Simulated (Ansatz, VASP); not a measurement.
# Eu: VASP beside Ansatz

Contents of INCAR:

```
ALGO = Normal ; EDIFF = 1E-6
ENCUT = 600 ; GGA = PS
GGA_COMPAT = False ; ISIF = 2
ISMEAR = -1 ; ISPIN = 2
LASPH = True ; LCHARG = False
LMAXMIX = 6 ; LORBIT = 11
LREAL = False ; LWAVE = False
MAGMOM = 6.97 ; NBANDS = 18
NELM = 200 ; PREC = Accurate
SIGMA = 0.05
```

The input KPOINTS:

```
k-points
0
Gamma
  14 14 14
```

File POSCAR:

```
Eu
1.0
   -2.2000444415      2.2000444415      2.2000444415
    2.2000444415     -2.2000444415      2.2000444415
    2.2000444415      2.2000444415     -2.2000444415
Eu
1
Direct
    0.0000000000      0.0000000000      0.0000000000
```

Input for Ansatz:

```yaml
crystal:
  lattice:
    - [-2.2000444415, 2.2000444415, 2.2000444415]
    - [2.2000444415, -2.2000444415, 2.2000444415]
    - [2.2000444415, 2.2000444415, -2.2000444415]
  atoms:
    - { symbol: Eu, position: [0.0, 0.0, 0.0], spin: 6.97 }
hamiltonian:
  xc: pbesol
  pseudopotentials:
    kind: paw
    azcp:
      Eu: "pseudopotentials/Eu.paw.azcp"
basis:
  ecutwfc: 420
  fft_grid_basis: typed
kpoints:
  mp_grid: { grid: [14, 14, 14], shift: [0, 0, 0] }
magnetization:
  spin_polarized: true
scf:
  occupations: { method: fermi_dirac, width: 0.05 }
output:
  stress: true
```

Alike in both runs: task single point; functional PBEsol; k mesh 14 × 14 × 14; occupations fermi-dirac, width 0.05 eV; collinear spin.

```csv
,VASP,Ansatz
version,VASP 6.6.1,Ansatz 0.2.0
potentials or method,"VASP PAW PBE potentials, release 64 (Eu), cutoff 600 eV","plane waves (420 eV) with PAW, scalar-relativistic"
valence electrons in the cell,17,17
```

Ansatz gave:

- pressure (GPa): -1.5
- net moment per atom (μB): 7.27
- size of the moment on the site where the two differ most (μB): 7.02

Problem. Estimate VASP's values.

Solution. Pressure (GPa): -1.6; net moment per atom (μB): 7.27; size of the moment on the site where the two differ most (μB): 6.68.

VASP's potentials were made for PBE, not for PBEsol, and Ansatz warns of the same on its side. Site moments also hang on the region over which each program counts them.

Neither program's run includes spin-orbit coupling.
